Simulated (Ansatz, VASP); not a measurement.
# One calculation of As, two programs

File INCAR:

```
SYSTEM = As
PREC = Accurate ; ENCUT = 500
EDIFF = 1E-6 ; ISMEAR = 1
SIGMA = 1.0 ; LREAL = .FALSE.
LASPH = .TRUE. ; NELM = 120
ALGO = Normal ; ISIF = 2
LWAVE = .FALSE. ; LCHARG = .FALSE.
NBANDS = 12 ; GGA_COMPAT = .FALSE.
```

Contents of KPOINTS:

```
Automatic mesh
0
G
  10 10 10
  0 0 0
```

File POSCAR:

```
As
1.0
    1.8799878575      1.0854114956      3.3276505507
   -1.8799878575      1.0854114956      3.3276505507
    0.0000000000     -2.1708229912      3.3276505507
As
2
Direct
    0.7695128170      0.7695128170      0.7695128170
    0.2304871830      0.2304871830      0.2304871830
```

Input for Ansatz:

```yaml
crystal:
  lattice:
    - [1.8799878575, 1.0854114956, 3.3276505507]
    - [-1.8799878575, 1.0854114956, 3.3276505507]
    - [0.0, -2.1708229912, 3.3276505507]
  atoms:
    - { symbol: As, position: [0.769512817, 0.769512817, 0.769512817] }
    - { symbol: As, position: [0.230487183, 0.230487183, 0.230487183] }
hamiltonian:
  xc: lda
  pseudopotentials:
    kind: paw
    azcp:
      As: "pseudopotentials/As.paw.azcp"
basis:
  ecutwfc: 420
  fft_grid_basis: typed
kpoints:
  mp_grid: { grid: [10, 10, 10], shift: [0, 0, 0] }
magnetization:
  spin_polarized: false
scf:
  occupations: { method: cold, width: 1.0 }
  lower_state_search: "off"
output:
  stress: true
```

Alike in both runs: task single point; functional LDA; k mesh 10 × 10 × 10; no spin polarisation.

```csv
,VASP,Ansatz
version,VASP 6.6.1,Ansatz 0.2.0
potentials or method,"VASP PAW LDA potentials, release 64 (As), cutoff 500 eV","plane waves (420 eV) with PAW, scalar-relativistic"
occupations,"methfessel-paxton of order 1, width 1 eV","cold, width 1 eV"
valence electrons in the cell,10,30
```

Ansatz gave:

* pressure (GPa): -0.6
* traceless stress, the component that is largest in VASP (GPa): 1.28

What did VASP give for the same quantities?

Pressure (GPa): 0.2; traceless stress, the component that is largest in VASP (GPa): 0.25.

Ansatz warns that its potentials were made for another functional, while VASP's fit it. LDA's correlation is that of Perdew and Zunger in VASP and of Perdew and Wang (1992) in Ansatz. VASP's potentials hold 10 valence electrons a cell and Ansatz's 30, so a difference there can come from the potentials and not from the codes.
